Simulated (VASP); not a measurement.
Here is a VASP 6.6.1 calculation.

File POSCAR:

```
HfIn4SiO6
1.0
    2.3820768938     -7.9572754410     -0.0241677086
    2.3820768938      7.9572754410     -0.0241677086
   -1.0159612586      0.0000000000      4.6604923805
Hf In Si O
1 4 1 6
Direct
    0.0000000000      0.0000000000      0.0000000000
    0.6630358018      0.3369641982      0.0000000000
    0.1618852753      0.8381147247      0.5000000000
    0.3369641982      0.6630358018      0.0000000000
    0.8381147247      0.1618852753      0.5000000000
    0.5000000000      0.5000000000      0.5000000000
    0.7301436149      0.7301436149      0.2704368393
    0.2698563851      0.2698563851      0.7295631607
    0.1954367368      0.3590263658      0.2773345543
    0.6409736342      0.8045632632      0.7226654457
    0.8045632632      0.6409736342      0.7226654457
    0.3590263658      0.1954367368      0.2773345543
```

The input INCAR.step1:

```
PREC = Accurate ; ENCUT = 520
ISMEAR = -1 ; SIGMA = 0.05
LREAL = F ; LASPH = T
NELM = 100 ; NBANDS = 63
GGA = PE ; ALGO = Normal
EDIFF = 1E-4 ; LWAVE = T
LCHARG = F
```

File INCAR.step2:

```
PREC = Accurate ; ENCUT = 520
EDIFF = 1E-6 ; ISMEAR = -1
SIGMA = 0.05 ; LREAL = F
LASPH = T ; NELM = 100
ALGO = Normal ; ISIF = 2
LWAVE = F ; LCHARG = F
METAGGA = R2SCAN ; LMIXTAU = T
LUSE_VDW = T ; IVDW_NL = 2
BPARAM = 11.95 ; CPARAM = 0.0093
NBANDS = 63 ; ISTART = 1
```

Contents of KPOINTS:

```
regular mesh
0
Gamma
  4 4 4
```

Potentials or basis: VASP PAW PBE potentials, release 64 (Hf_pv, In_d, Si, O).

Command:

```sh
$ cat potpaw_PBE.64/Hf_pv/POTCAR potpaw_PBE.64/In_d/POTCAR potpaw_PBE.64/Si/POTCAR potpaw_PBE.64/O/POTCAR > POTCAR
$ cp INCAR.step1 INCAR
$ mpirun -np 1 vasp_std > vasp.out
$ cp INCAR.step2 INCAR
$ mpirun -np 1 vasp_std > vasp.out
```

**Question.** What does it give for the largest force?

**Answer.** 0.245 eV/Å.

**Question.** Estimate the band gap on the k mesh.

**Answer.** 0.71 eV.

Forces on the atoms (eV/Å):
```
Hf   0.000  0.000  0.000
In   0.000 -0.062  0.000
In   0.000 -0.061  0.000
In   0.000  0.062  0.000
In   0.000  0.061  0.000
Si   0.000  0.000  0.000
O    0.189  0.000 -0.157
O   -0.189  0.000  0.157
O   -0.077 -0.125 -0.098
O    0.077 -0.125  0.098
O    0.077  0.125  0.098
O   -0.077  0.125 -0.098
```

Caveat: semilocal functionals underestimate gaps, and a narrow one can read as zero; the PAW data sets were made with another functional, which shifts forces and pressure a little; spin-orbit coupling is left out, which moves the levels of the heavy elements. A k mesh can miss the band edges.
